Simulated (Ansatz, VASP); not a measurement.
BN: VASP beside Ansatz

```xyz
4
Lattice="2.5118 0.0000 0.0000 -1.2559 2.1753 0.0000 0.0000 0.0000 4.1606" Properties=species:S:1:pos:R:3 pbc="T T T"
B     0.0000    1.4502   -0.0015
B     1.2559    0.7251    2.0788
N     0.0000    1.4502    1.5576
N     1.2559    0.7251    3.6379
```

Change from the starting cell: strained cell.

Alike in both runs: task relaxation of the atoms; functional PBEsol; k mesh 9 × 9 × 6; occupations gaussian, width 0.02 eV; no spin polarisation.

```csv
,VASP,Ansatz
version,VASP 6.6.1,Ansatz 0.2.0
potentials or method,"VASP PAW PBE potentials, release 64 (B, N), cutoff 520 eV","scalar-relativistic, plane waves, PAW"
valence electrons in the cell,16,16
```

|  | VASP | Ansatz | Ansatz less VASP |
| --- | --- | --- | --- |
| gap on the k mesh at the Fermi level, each at its own relaxed structure (eV) | 4.86 | 4.88 | +0.015 |

VASP's potentials were made for PBE, not for PBEsol, and Ansatz warns of the same on its side. Ansatz's warnings: stress scf threshold loose.
